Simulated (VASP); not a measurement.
# Ru (Cmcm) in VASP: a series of runs

The runs below take Ru through single point, with PBEsol.

Everything below comes from runs of VASP 6.6.1. Logs are shortened: lines on timing, memory, paths and dates and some standing lists are left out, and cuts for length are marked.

### Step 1. The cell of the first run

The structure is orthorhombic, space group Cmcm (No. 63). Conventional cell: a = 2.300 Å, b = 5.390 Å, c = 4.282 Å, α = 90.00°, β = 90.00°, γ = 90.00°. Within 3.0 Å of Ru (site symmetry m2m) lie 12 Ru at 2.30 to 2.93 Å.

### Step 2. Single point, PBEsol (strain -0.1500 x Voigt [1, -1, 0, 0, 0, 0])

File INCAR:

```
SYSTEM = Ru
  PREC = Accurate
  ENCUT = 520
  EDIFF = 1E-6
  ISMEAR = 0
  SIGMA = 0.15
  LREAL = .FALSE.
  LASPH = .TRUE.
  NELM = 80
  ALGO = Fast
  ISIF = 2
  LWAVE = .FALSE.
  LCHARG = .FALSE.
  GGA = PS
  NBANDS = 21
```

File KPOINTS:

```
regular mesh
0
G
  24 24 12
  0 0 0
```

File POSCAR:

```
Ru
1.0
    2.2999294341      0.0000000000      0.0000000000
   -1.1499647170      2.6947846051      0.0000000000
    0.0000000000      0.0000000000      4.2819000000
Ru
2
Direct
    0.3333333333      0.6666666667      0.2500000000
    0.6666666667      0.3333333333      0.7500000000
```

Potentials or basis: VASP PAW PBE potentials, release 64 (Ru_pv).

Started as:

```sh
$ cat potpaw_PBE.64/Ru_pv/POTCAR > POTCAR
$ mpirun -np 1 vasp_std > vasp.out
```

OUTCAR:

```text
SYSTEM = Ru
   PREC = Accurate
   ENCUT = 520
   EDIFF = 1E-6
   ISMEAR = 0
   LREAL = .FALSE.
   LASPH = .TRUE.
   NELM = 80
   ISIF = 2
   GGA = PS

 ion  position               nearest neighbor table
   1  0.333  0.667  0.250-   2 2.59   2 2.59   2 2.59   2 2.59   2 2.79   2 2.79
   2  0.667  0.333  0.750-   1 2.59   1 2.59   1 2.59   1 2.59   1 2.79   1 2.79

  LATTYP: Found a base centered orthorhombic cell.
 ALAT       =     2.2999294341
 B/A-ratio  =     2.3433628573
 C/A-ratio  =     1.8617527723

  Lattice vectors:

 A1 = (   1.1499647170,  -2.6947846051,   0.0000000000)
 A2 = (   1.1499647171,   2.6947846051,   0.0000000000)
 A3 = (   0.0000000000,   0.0000000000,   4.2819000000)

Analysis of symmetry for initial positions (statically):
=====================================================================
 Subroutine PRICEL returns:
 Original cell was already a primitive cell.

 Routine SETGRP: Setting up the symmetry group for a
 base centered orthorhombic supercell.

 Subroutine GETGRP returns: Found  8 space group operations
 (whereof  4 operations were pure point group operations)
 out of a pool of  8 trial point group operations.

The static configuration has the point symmetry C_2h.
 The point group associated with its full space group is D_2h.

Analysis of symmetry for dynamics (positions and initial velocities):
=====================================================================
 Subroutine PRICEL returns:
 Original cell was already a primitive cell.

 Routine SETGRP: Setting up the symmetry group for a
 base centered orthorhombic supercell.

 Subroutine GETGRP returns: Found  8 space group operations
 (whereof  4 operations were pure point group operations)
 out of a pool of  8 trial point group operations.

The dynamic configuration has the point symmetry C_2h.
 The point group associated with its full space group is D_2h.

 Subroutine INISYM returns: Found  8 space group operations
 (whereof  4 operations are pure point group operations),
 and found     1 'primitive' translations

----------------------------------------------------------------------------------------

                                     Primitive cell

  volume of cell :      26.5384

  direct lattice vectors                    reciprocal lattice vectors
     2.299929434  0.000000000  0.000000000     0.434795949  0.185543586  0.000000000
    -1.149964717  2.694784605  0.000000000     0.000000000  0.371087173  0.000000000
     0.000000000  0.000000000  4.281900000     0.000000000  0.000000000  0.233541185

  length of vectors
     2.299929434  2.929894694  4.281900000     0.472730303  0.371087173  0.233541185

  position of ions in fractional coordinates (direct lattice)
     0.333333333  0.666666667  0.250000000
     0.666666667  0.333333333  0.750000000

  ion indices of the primitive-cell ions
   primitive index   ion index
                 1           1
                 2           2

----------------------------------------------------------------------------------------

 KPOINTS: regular mesh

Automatic generation of k-mesh.
 Grid dimensions read from file:
 generate k-points for:   24   24   12

 Generating k-lattice:

  Cartesian coordinates                     Fractional coordinates (reciprocal lattice)
     0.018116498  0.007730983  0.000000000     0.041666667  0.000000000  0.000000000
     0.000000000  0.015461966  0.000000000     0.000000000  0.041666667  0.000000000
     0.000000000  0.000000000  0.019461765     0.000000000  0.000000000  0.083333333

  Length of vectors
     0.019697096  0.015461966  0.019461765

  Shift w.r.t. Gamma in fractional coordinates (k-lattice)
     0.000000000  0.000000000  0.000000000

 Subroutine IBZKPT returns following result:
 ===========================================

 Found   1099 irreducible k-points:

 Following reciprocal coordinates:
            Coordinates               Weight
  0.000000  0.000000  0.000000      1.000000
  0.041667  0.000000  0.000000      4.000000
  0.083333 -0.000000  0.000000      4.000000
  0.125000  0.000000  0.000000      4.000000
  0.166667 -0.000000  0.000000      4.000000
  0.208333  0.000000  0.000000      4.000000
[... 16 lines left out ...]
  0.375000  0.041667  0.000000      4.000000
  0.416667  0.041667  0.000000      4.000000
 [... further k-points ...]
   k-points           NKPTS =   1099   k-points in BZ     NKDIM =   1099   number of bands    NBANDS=     21
   number of dos      NEDOS =    301   number of ions     NIONS =      2
   total plane-waves  NPLWV =  13824
   dimension x,y,z NGX =    18 NGY =   24 NGZ =   32
   dimension x,y,z NGXF=    36 NGYF=   48 NGZF=   64
   ions per type =               2
   NGX,Y,Z   is equivalent  to a cutoff of  13.01, 13.62, 12.42 a.u.
   NGXF,Y,Z  is equivalent  to a cutoff of  26.02, 27.24, 24.85 a.u.
 SYSTEM =  Ru
   PREC   = accura    normal or accurate (medium, high low for compatibility)
   ISTART =      0    job   : 0-new  1-cont  2-samecut
   ICHARG =      2    charge: 1-file 2-atom 10-const
   ISPIN  =      1    spin polarized calculation?
   LNONCOLLINEAR =      F non collinear calculations
   LSORBIT =      F    spin-orbit coupling
   LASPH  =      T    aspherical Exc in radial PAW
   ENCUT  =  520.0 eV  38.22 Ry    6.18 a.u.   4.28  5.45  7.96*2*pi/ulx,y,z
   NELM   =     80;   NELMIN=  2; NELMDL= -5     # of ELM steps
   EDIFF  = 0.1E-05   stopping-criterion for ELM
   LREAL  =      F    real-space projection
   EDIFFG = 0.1E-04   stopping-criterion for IOM
   NSW    =      0    number of steps for IOM
   IBRION =     -1    ionic relax: 0-MD 1-quasi-New 2-CG
   NFREE  =      0    steps in history (QN), initial steepest desc. (CG)
   ISIF   =      2    stress and relaxation
   ISYM   =      2    0-nonsym 1-usesym 2-fastsym
   POTIM  = 0.5000    time-step for ionic-motion
   TEBEG  =    0.0;   TEEND  =   0.0 temperature during run
   PSTRESS=    0.0 pullay stress
   NELECT =      28.0000    total number of electrons
   NUPDOWN=      -1.0000    fix difference up-down
   EMIN   =  10.00;   EMAX   =-10.00  energy-range for DOS
   EFERMI =   0.00;   METHOD = LEGACY
   ISMEAR =     0;   SIGMA  =   0.15  broadening in eV -4-tet -1-fermi 0-gaus
   EFERMI_NEDOS =   21; number of points for ismear=-14 and -15
   IALGO  =     68    algorithm
   IMIX   =      4    mixing-type and parameters
     AMIX     =   0.40;   BMIX     =  1.00
     AMIX_MAG =   1.60;   BMIX_MAG =  1.00
  volume/ion in A,a.u.               =      13.27        89.55
  Fermi-wavevector in a.u.,A,eV,Ry     =   1.666617  3.149449 37.791709  2.777612
  Thomas-Fermi vector in A             =   2.752782
   LORBIT       =      0    0 simple, 1 ext, 2 COOP (PROOUT), +10 PAW based schemes
   GGA     = PS    functional components
   LHFCALC =     F    Hartree Fock is set to
   AEXX    =    0.0000 exact exchange contribution
   IVDW    =     0    specifies the selected vdW correction
   LEPSILON=     F    determine dielectric tensor
   LRPA    =     F    only Hartree local field effects (RPA)
 non-spin polarized calculation
 RMM-DIIS sequential band-by-band and
 Gauss-broadening in eV      SIGMA  =   0.15
  energy-cutoff  :      520.00
  volume of cell :       26.54
 maximum number of plane-waves:       736
 NGX is ok and might be reduce to    18
   NGX =  9   NGY = 11   NGZ = 15

 number of electron      27.9999996 magnetization

 Free energy of the ion-electron system (eV)
  ---------------------------------------------------
  ext. energy  EPLUGINS =         0.00000000
  ---------------------------------------------------
  free energy    TOTEN  =       -18.56534209 eV

  energy without entropy =      -18.54108482  energy(sigma->0) =      -18.55321346

 E-fermi :  13.2993     XC(G=0): -14.3535

 val. band max:       13.2949244340   @ k =   0.4583   0.1667   0.2500
 cond. band min:      13.3015537397   @ k =   0.1250   0.0000   0.5000
 fundamental gap:      0.0066293057
 Fermi energy:        13.2993127479

 k-point     1 :       0.0000    0.0000    0.0000
  band No.  band energies     occupation
      1     -30.5092      2.00000
      2     -29.6964      2.00000
      3     -29.5159      2.00000
      4     -29.2827      2.00000
      5     -29.0037      2.00000
      6     -28.8469      2.00000
[... 13 lines left out ...]
     20      23.6541      0.00000
     21      26.9003      0.00000

 k-point     2 :       0.0417    0.0000    0.0000
  band No.  band energies     occupation
      1     -30.4995      2.00000
      2     -29.6951      2.00000
      3     -29.5156      2.00000
      4     -29.2830      2.00000
      5     -29.0428      2.00000
      6     -28.8882      2.00000
[... 13 lines left out ...]
     20      23.6390      0.00000
     21      23.6655      0.00000

 k-point     3 :       0.0833   -0.0000    0.0000
  band No.  band energies     occupation
      1     -30.4708      2.00000
      2     -29.6916      2.00000
      3     -29.5159      2.00000
      4     -29.2842      2.00000
      5     -29.1560      2.00000
      6     -29.0080      2.00000
[... 13 lines left out ...]
     20      23.6389      0.00000
     21      23.6676      0.00000

 k-point     4 :       0.1250    0.0000    0.0000
  band No.  band energies     occupation
      1     -30.4242      2.00000
      2     -29.6869      2.00000
      3     -29.5234      2.00000
      4     -29.3274      2.00000
      5     -29.2870      2.00000
      6     -29.1938      2.00000
[... 13 lines left out ...]
     20      23.6388      0.00000
     21      23.6700      0.00000

 k-point     5 :       0.1667   -0.0000    0.0000
  band No.  band energies     occupation
      1     -30.3615      2.00000
      2     -29.6887      2.00000
      3     -29.6111      2.00000
      4     -29.4823      2.00000
      5     -29.4099      2.00000
      6     -29.2922      2.00000
[... 13 lines left out ...]
     20      23.6387      0.00000
     21      23.6717      0.00000

 k-point     6 :       0.2083    0.0000    0.0000
  band No.  band energies     occupation
      1     -30.2852      2.00000
      2     -29.8604      2.00000
      3     -29.7645      2.00000
      4     -29.6235      2.00000
      5     -29.4675      2.00000
      6     -29.3014      2.00000
[... 13 lines left out ...]
     20      23.6386      0.00000
     21      23.6729      0.00000

 k-point     7 :       0.2500    0.0000    0.0000
  band No.  band energies     occupation
      1     -30.1982      2.00000
      2     -30.1334      2.00000
      3     -30.0290      2.00000
      4     -29.6347      2.00000
      5     -29.4673      2.00000
      6     -29.3159      2.00000
[... 13 lines left out ...]
     20      23.6385      0.00000
     21      23.6752      0.00000
[... 291 lines left out ...]
      1     -30.1779      2.00000
      2     -30.1450      2.00000
      3     -30.0272      2.00000
      4     -29.6651      2.00000
      5     -29.4909      2.00000
      6     -29.3308      2.00000
[... 13 lines left out ...]
     20      23.6625      0.00000
     21      26.7634      0.00000

 k-point    21 :       0.2917    0.0417    0.0000
  band No.  band energies     occupation
      1     -30.4151      2.00000
      2     -30.3045      2.00000
      3     -30.0824      2.00000
      4     -29.6540      2.00000
      5     -29.4860      2.00000
      6     -29.3536      2.00000
[... 13 lines left out ...]
     20      23.6443      0.00000
     21      26.0626      0.00000

 k-point    22 :       0.3333    0.0417    0.0000
  band No.  band energies     occupation
      1     -30.6623      2.00000
      2     -30.5598      2.00000
      3     -29.9842      2.00000
      4     -29.6401      2.00000
      5     -29.4777      2.00000
      6     -29.3841      2.00000
[... 13 lines left out ...]
     20      25.5127      0.00000
     21      25.4242      0.00000

 k-point    23 :       0.3750    0.0417    0.0000
  band No.  band energies     occupation
      1     -30.8705      2.00000
      2     -30.7758      2.00000
      3     -29.8876      2.00000
      4     -29.6256      2.00000
      5     -29.4681      2.00000
      6     -29.4225      2.00000
[... 13 lines left out ...]
     20      25.1635      0.00000
     21      25.6896      0.00000

 k-point    24 :       0.4167    0.0417    0.0000
  band No.  band energies     occupation
      1     -31.0271      2.00000
      2     -30.9398      2.00000
      3     -29.7985      2.00000
      4     -29.6122      2.00000
      5     -29.4673      2.00000
      6     -29.4585      2.00000
[... 13 lines left out ...]
     20      25.3949      0.00000
     21      25.9229      0.00000

 [... further k-points ...]

------------------------ aborting loop because EDIFF is reached ----------------------------------------

  FORCE on cell =-STRESS in cart. coord.  units (eV):
  Direction    XX          YY          ZZ          XY          YZ          ZX
  --------------------------------------------------------------------------------------
  -------------------------------------------------------------------------------------
  Total       17.5491785     -4.6628683      1.3093335     -0.0000000      0.0000000      0.0000000
  in kB     1059.4788327   -281.5066381     79.0470693     -0.0000000      0.0000000      0.0000000
  external PRESSURE =     285.6730880 kB  Pullay stress =       0.0000000 kB

 VOLUME and BASIS-vectors are now :
 -----------------------------------------------------------------------------
  energy-cutoff  :      520.00
  volume of cell :       26.54
      direct lattice vectors                 reciprocal lattice vectors
     2.299929434  0.000000000  0.000000000     0.434795949  0.185543586  0.000000000
    -1.149964717  2.694784605  0.000000000     0.000000000  0.371087173  0.000000000
     0.000000000  0.000000000  4.281900000     0.000000000  0.000000000  0.233541185

 POSITION                                       TOTAL-FORCE (eV/Angst)
 -----------------------------------------------------------------------------------
     -0.00000      1.79652      1.07048         0.000000      0.634090      0.000000
      1.14996      0.89826      3.21143        -0.000000     -0.634090      0.000000
 -----------------------------------------------------------------------------------
    total drift:                                0.000000     -0.000000      0.000000

  FREE ENERGIE OF THE ION-ELECTRON SYSTEM (eV)
  ---------------------------------------------------
  free  energy   TOTEN  =       -18.5653420949 eV

  energy  without entropy=      -18.5410848228  energy(sigma->0) =      -18.55321346
```

Run time: 6.6 min. Hardware: 1 thread of Intel Xeon Platinum 8488C (Sapphire Rapids), shared host; peak memory 0.54 GiB.

Results:

* Free energy: -18.5653 eV
* Pressure: 28.6 GPa
* Largest force: 0.634 eV/Å
* Band gap on the k mesh: zero (bands 14 and 15 overlap by 3.11 eV)

Forces in eV/Å, atoms in the order of the input:
```
Ru   0.000  0.634  0.000
Ru   0.000 -0.634  0.000
```

Caveat: the cell differs from its parent crystal (strain -0.1500 x Voigt [1, -1, 0, 0, 0, 0]); the stress differs along the axes, from -28 to 106 GPa; the PAW data sets were made with another functional, which shifts forces and pressure a little.

(Part 1 of 2 ends here.)
